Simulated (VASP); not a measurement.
In2Sb: single point with r2SCAN

Crystal: In2Sb.

```
CELL_PARAMETERS angstrom
5.37990 0.00000 0.00000
-2.68995 4.65913 0.00000
0.00000 0.00000 6.72255
ATOMIC_POSITIONS crystal
In 0.66667 0.33333 0.25000
In 0.33333 0.66667 0.75000
In 0.00000 0.00000 0.50000
In 0.00000 0.00000 0.00000
Sb 0.66667 0.33333 0.75000
Sb 0.33333 0.66667 0.25000
```

```
Program                : VASP 6.6.1
Task                   : single point
Functional             : r2SCAN
Potentials or basis    : VASP PAW PBE potentials, release 64 (In_d, Sb)
Cutoff                 : 520 eV
k mesh                 : 12 × 12 × 6
Occupations            : gaussian, width 0.1 eV
Spin                   : no spin polarisation
Dipole correction      : no
Further INCAR settings : ALGO = Normal; EDIFF = 1e-06; NBANDS = 40
```

* Pressure: -0.9 GPa
* Band gap on the k mesh: zero (bands 31 and 32 overlap by 2.21 eV)

Stress tensor (GPa, compression positive):
```
-0.24  0.00  0.00
 0.00 -0.24  0.00
 0.00  0.00 -2.15
```

Levels at points of the mesh, in eV from the Fermi level:
```
           k point  band 28  band 29  band 30  band 31  band 32  band 33  band 34  band 35
(0.00, 0.00, 0.00)    -1.96    -1.96    -1.47    -0.73    -0.39    -0.39     0.07     0.60
(0.50, 0.00, 0.00)    -3.81    -1.89    -1.65    -1.31     1.43     1.64     2.44     3.58
(0.00, 0.00, 0.50)    -2.11    -2.11    -2.11    -1.17    -1.17    -0.24    -0.24    -0.24
(0.50, 0.00, 0.50)    -3.35    -0.79    -0.79     0.53     0.53     2.57     2.57     3.11
```

It took 43 min on 1 thread of Oxide Virtual Turin-like Processor (shared host), peak memory 0.54 GiB.

Caveat: the PAW data sets were made with another functional, which shifts forces and pressure a little; spin-orbit coupling is left out, which moves the levels of the heavy elements.
